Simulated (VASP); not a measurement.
Write the native input for VASP 6.6.1 that does the following.

```yaml
Task: single point
Functional: PBE
Potentials_or_basis: VASP PAW PBE potentials, release 64 (Sn_d, Pb_d, O)
Cutoff: 520 eV
k_mesh: 8 × 8 × 4
Occupations: gaussian, width 0.02 eV
Spin: no spin polarisation
Dipole_correction: no
Further_INCAR_settings: ALGO = Normal; EDIFF = 1e-06; NBANDS = 50
```

The structure of SnPb3O4 lies in POSCAR:

```
SnPb3O4
1.0
    3.9664447527      0.0000000000      0.0000000000
    0.0000000000      3.9664447527      0.0000000000
    0.0000000000      0.0000000000      9.7752397766
Sn Pb O
1 3 4
Direct
    0.5000000000      0.5000000000      0.3832285926
    0.0000000000      0.0000000000      0.1283760068
    0.0000000000      0.0000000000      0.6204880359
    0.5000000000      0.5000000000      0.8809151385
    0.0000000000      0.5000000000      0.0010864046
    0.0000000000      0.5000000000      0.4924092086
    0.5000000000      0.0000000000      0.0010864046
    0.5000000000      0.0000000000      0.4924092086
```

These files were run (other wordings do the same):

INCAR

```
PREC = Accurate
ENCUT = 520
EDIFF = 1E-6
ISMEAR = 0
SIGMA = 0.02
LREAL = False
LASPH = True
NELM = 80
ALGO = Normal
ISIF = 2
LWAVE = False
LCHARG = False
GGA = PE
NBANDS = 50
```

KPOINTS

```
regular mesh
0
Gamma
  8 8 4
```

Potentials or basis: VASP PAW PBE potentials, release 64 (Sn_d, Pb_d, O).

Command:

```console
$ cat potpaw_PBE.64/Sn_d/POTCAR potpaw_PBE.64/Pb_d/POTCAR potpaw_PBE.64/O/POTCAR > POTCAR
$ mpirun -np 1 vasp_std > vasp.out
```

Results of the run:

The pressure is 2.7 GPa, the largest force is 0.075 eV/Å and the band gap on the k mesh is 0.88 eV (least direct gap 1.81 eV).

Caveat: spin-orbit coupling is left out, which moves the levels of the heavy elements.

Wall time 12 min on 1 thread of Oxide Virtual Turin-like Processor, with other jobs on the host, peak memory 0.4 GiB.
